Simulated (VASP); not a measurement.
Write the native input for VASP 6.6.1 that does the following.

```yaml
Task: single point
Functional: PBE
Potentials_or_basis: VASP PAW PBE potentials, release 64 (Hf_pv)
Cutoff: 520 eV
k_mesh: 15 × 15 × 8
Occupations: gaussian, width 0.1 eV
Spin: no spin polarisation
Dipole_correction: no
Further_INCAR_settings: ALGO = Fast; EDIFF = 1e-06; NBANDS = 17
```

The structure of Hf lies in POSCAR:

```
Hf
1.0
    3.2676725887      0.0000000000      0.0000000000
   -1.6338362943      2.8298874730      0.0000000000
    0.0000000000      0.0000000000      5.1670848284
Hf
2
Direct
    0.3333333333      0.6666666667      0.2500000000
    0.6666666667      0.3333333333      0.7500000000
```

One way to write it, as run:

INCAR

```
SYSTEM = Hf
  PREC = Accurate
  ENCUT = 520
  EDIFF = 1E-6
  ISMEAR = 0
  SIGMA = 0.1
  LREAL = .FALSE.
  LASPH = .TRUE.
  NELM = 80
  ALGO = Fast
  ISIF = 2
  LWAVE = .FALSE.
  LCHARG = .TRUE.
  GGA = PE
  LELF = .TRUE.
  LVHAR = .TRUE.
  NBANDS = 17
```

KPOINTS

```
regular mesh
0
G
  15 15 8
  0 0 0
```

Potentials or basis: VASP PAW PBE potentials, release 64 (Hf_pv).

Command:

```console
$ cat potpaw_PBE.64/Hf_pv/POTCAR > POTCAR
$ mpirun -np 1 vasp_std > vasp.out
```

It gave:

The pressure is -6.1 GPa and the band gap on the k mesh is zero (bands 10 and 11 overlap by 1.56 eV).

Caveat: the cell stands under tension; spin-orbit coupling is left out, which moves the levels of the heavy elements.

Wall time 100 s on 1 thread of Intel Xeon 8259CL (shared host), peak memory 0.22 GiB.
